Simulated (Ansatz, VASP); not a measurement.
## TiC in VASP and in Ansatz

The input INCAR:

```
PREC     = Accurate       # precision mode
ENCUT    = 600            # plane-wave cutoff, eV
EDIFF    = 1E-6           # SCF threshold, eV
ISMEAR   = -1             # smearing method
SIGMA    = 0.1            # smearing width, eV
LREAL    = F              # projectors in reciprocal space
LASPH    = T              # aspherical terms in the spheres
NELM     = 120            # most SCF steps
ALGO     = Normal         # electronic algorithm
ISIF     = 2              # what is computed and relaxed
LWAVE    = F              # write WAVECAR
LCHARG   = F              # write CHGCAR
GGA      = PE             # functional
NBANDS   = 15             # bands
GGA_COMPAT= F
```

File KPOINTS:

```
regular mesh
0
Gamma
  8 8 8
```

The input POSCAR:

```
TiC
1.0
    0.0000000000      2.1768983305      2.1768983305
    2.1768983305      0.0000000000      2.1768983305
    2.1768983305      2.1768983305      0.0000000000
Ti C
1 1
Direct
    0.0000000000      0.0000000000      0.0000000000
    0.5000000000      0.5000000000      0.5000000000
```

Input for Ansatz:

```yaml
crystal:
  lattice:
    - [7.603916788808316e-18, 2.17689833054337, 2.17689833054337]
    - [2.17689833054337, -7.603916788808316e-18, 2.17689833054337]
    - [2.17689833054337, 2.17689833054337, -2.0277111436822174e-17]
  atoms:
    - { symbol: Ti, position: [2.435545177359983e-32, -2.1311020301899853e-32, -2.1311020301899853e-32] }
    - { symbol: C, position: [0.5, 0.5, 0.5] }
kpoints:
  mp_grid:
    grid: [8, 8, 8]
hamiltonian:
  xc: pbe
  pseudopotentials:
    kind: paw
scf:
  occupations:
    method: fermi_dirac
output:
  forces: true
  stress: true
```

Alike in both runs: task single point; functional PBE; k mesh 8 × 8 × 8; no spin polarisation.

```csv
,VASP,Ansatz
version,VASP 6.6.1,Ansatz 0.2.0
potentials or method,"VASP PAW PBE potentials, release 64 (Ti_sv, C)","plane waves, PAW"
plane-wave cutoff (eV),600,420
occupations,"fermi-dirac, width 0.1 eV",fermi-dirac
valence electrons in the cell,16,16
```

|  | VASP | Ansatz | Ansatz less VASP |
| --- | --- | --- | --- |
| pressure (GPa) | -3.5 | -3.5 | 0.00 |
